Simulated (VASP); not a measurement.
A run of VASP 6.6.1 is set up as follows.

INCAR

```
PREC = Accurate
ENCUT = 520
EDIFF = 1E-6
ISMEAR = -1
SIGMA = 0.05
LREAL = Auto
LASPH = T
NELM = 100
ALGO = Normal
ISIF = 2
LWAVE = F
LCHARG = T
GGA = PE
IVDW = 12
LELF = T
LVHAR = T
NBANDS = 55
```

Contents of KPOINTS:

```
regular mesh
0
Gamma
  1 1 1
```

POSCAR

```
H17O8F
1.0
    6.4950650000      0.0000000000      0.0000000000
    0.0000000000      6.4950650000      0.0000000000
    0.0000000000      0.0000000000      6.4950650000
O H F
8 17 1
Direct
    1.1511971012      0.5597480549      0.3077259427
    0.4649376103     -0.0172592576      0.7467053832
    0.4956224457      0.8043799408      0.2272340616
    0.7392227791      0.7036419189      0.6051979464
    0.5160995310      0.2236621189      0.3998420339
   -0.0903147236      0.4007042270      0.8397144601
    0.3023372360      0.5718033615      0.7594689199
    0.0690370304      0.1741014139      0.1563340783
    1.1633909745      0.4163468726      0.2524224161
    1.1786641088      0.5471384813      0.4500493836
    0.4202729303      0.0141953930      0.8931550339
    0.4997794479      0.1164268564      0.6842117823
    0.3957928058      0.7065364242      0.2826299660
    0.5976229645      0.7631948256      0.1272350623
    0.6864442465      0.8301533549      0.6639348490
    0.6898160373      0.7162360962      0.4642447766
    0.4980704581      0.0628477159      0.3567477770
    0.6520796944      0.2336697169      0.3402121457
    0.0490834195      0.4197802485      0.7747266579
   -0.1825539852      0.5139902372      0.7982060226
    0.2718217601      0.7191306015      0.7915856115
    0.4531440409      0.5714800391      0.7122330569
   -0.0121322881      0.2168107632      0.0288064862
   -0.0084217787      0.0453729100      0.1931620392
    0.9966797869      0.6719255312      0.1982120271
    0.8921542741      0.7594535236      0.1267885695
```

Potentials or basis: VASP PAW PBE potentials, release 64 (O, H, F).

Launch:

```bash
$ cat potpaw_PBE.64/O/POTCAR potpaw_PBE.64/H/POTCAR potpaw_PBE.64/F/POTCAR > POTCAR
$ mpirun -np 1 vasp_gam > vasp.out
```

Problem. Estimate the largest force.

Solution. 3.466 eV/Å.

Problem. What does it give for the pressure?

Solution. -1.7 GPa.

Problem. Predict the dispersion energy per atom.

Solution. -0.032 eV.

Forces on the atoms (eV/Å):
```
O    0.318 -0.455 -1.786
O   -0.472  0.603  1.976
O   -0.114  1.649  0.844
O    0.137 -0.443 -0.086
O   -0.263 -3.393 -0.656
O    0.826 -0.592 -0.186
O    1.304  0.645 -0.596
O   -1.528 -0.908 -0.975
H   -0.301  0.060  0.068
H    0.023  0.038  2.012
H    0.550 -0.213 -1.458
H   -0.163 -0.018 -0.251
H   -0.058 -0.611 -0.944
H    0.082 -0.816  0.075
H   -0.375  0.580  0.642
H   -0.032 -0.192 -0.458
H   -0.289  2.632  0.589
H    0.641  0.730  0.006
H   -1.264  0.377  0.526
H    0.712 -0.231 -0.366
H    0.406 -1.024 -0.369
H   -1.703  0.254  0.466
H    0.671  0.319  0.884
H    0.911  0.736 -0.075
H    0.100 -0.132  0.363
F   -0.119  0.405 -0.246
```

Caveat: the k points lie up to 0.97 Å⁻¹ apart; the atoms stand as in a frame of molecular dynamics.
